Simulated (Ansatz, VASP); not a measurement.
One calculation of HgTe, two programs

```
CELL_PARAMETERS angstrom
-0.03223 3.20738 3.20738
3.20738 -0.03223 3.20738
3.20738 3.20738 -0.03223
ATOMIC_POSITIONS crystal
Hg 0.00000 0.00000 0.00000
Te 0.75000 0.75000 0.75000
```

Change from the starting cell: equal xy, yz and zx shear strains of -1 %.

Alike in both runs: task single point; functional PBEsol; k mesh 9 × 9 × 9; occupations fermi-dirac, width 0.05 eV; no spin polarisation.

```csv
,VASP,Ansatz
version,VASP 6.6.1,Ansatz 0.2.0
potentials or method,"VASP PAW PBE potentials, release 64 (Hg, Te), cutoff 520 eV","all-electron LAPW, scalar-relativistic"
```

|  | VASP | Ansatz | Ansatz less VASP |
| --- | --- | --- | --- |
| pressure (GPa) | 1.5 | 1.4 | -0.11 |
| traceless stress, the component that is largest in VASP (GPa) | 0.43 | 0.43 | -0.006 |
| rms of the force components (eV/Å) | 0.064 | 0.063 | -0.0020 |

VASP's potentials were made for PBE, not for PBEsol. Atom by atom the forces differ by 0.002 eV/Å (rms over components). Ansatz ran all-electron here, and VASP with PAW potentials.

Neither program's run includes spin-orbit coupling.
